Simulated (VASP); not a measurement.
**AlN: single point with PBE**

Crystal: AlN.

```
Al N
1.0
     7.00608    0.00000    0.00000
    -3.50304    6.06744    0.00000
     0.00000    0.00000    2.65362
Al N
6 6
Direct
  0.85027 0.53883 0.78300
  0.31145 0.85027 0.21700
  0.68855 0.14973 0.78300
  0.53883 0.68855 0.21700
  0.14973 0.46117 0.21700
  0.46117 0.31145 0.78300
  0.68855 0.53883 0.21700
  0.14973 0.68855 0.78300
  0.46117 0.14973 0.21700
  0.31145 0.46117 0.78300
  0.53883 0.85027 0.78300
  0.85027 0.31145 0.21700
```

The cell was built from a structure type or drawn by symmetry, and may not be a known phase.

```
Program             : VASP 6.6.1
Task                : single point
Functional          : PBE
Potentials or basis : VASP PAW PBE potentials, release 64 (Al, N)
Cutoff              : 520 eV
k mesh              : 3 × 3 × 6
Occupations         : gaussian, width 0.1 eV
Spin                : no spin polarisation
```

- Pressure: 72.4 GPa
- Largest force: 7.379 eV/Å
- Band gap on the k mesh: 2.54 eV (least direct gap 3.16 eV)

Forces on the atoms (eV/Å):
```
Al   4.881  2.293 -4.530
Al   0.455  5.374  4.530
Al  -0.455 -5.374 -4.530
Al   4.426 -3.081  4.530
Al  -4.881 -2.293  4.530
Al  -4.426  3.081 -4.530
N   -4.734  2.974  4.815
N   -4.943 -2.613 -4.815
N   -0.208 -5.587  4.815
N    4.734 -2.974 -4.815
N    0.208  5.587 -4.815
N    4.943  2.613  4.815
```

Stress tensor (GPa, compression positive):
```
75.35  0.00  0.00
 0.00 75.35  0.00
 0.00  0.00 66.36
```

Levels at points of the mesh, in eV from the valence-band top:
| k point | band 22 | band 23 | band 24 | band 25 | band 26 | band 27 |
| --- | --- | --- | --- | --- | --- | --- |
| (0.00, 0.00, 0.00) | -0.72 | -0.09 | -0.09 | 3.11 | 4.34 | 6.06 |
| (0.00, 0.00, 0.50) | -0.66 | -0.62 | -0.62 | 2.54 | 2.89 | 6.44 |

Run time: 2.3 min on 1 thread of Intel Xeon 8259CL, with other jobs on the host, peak memory 0.24 GiB.

Caveat: the cell stands under pressure; an odd mesh through Γ misses points on the zone boundary, where band edges can lie; forces of over 1 eV/Å act on the atoms, so gaps and moduli don't describe the material at rest.
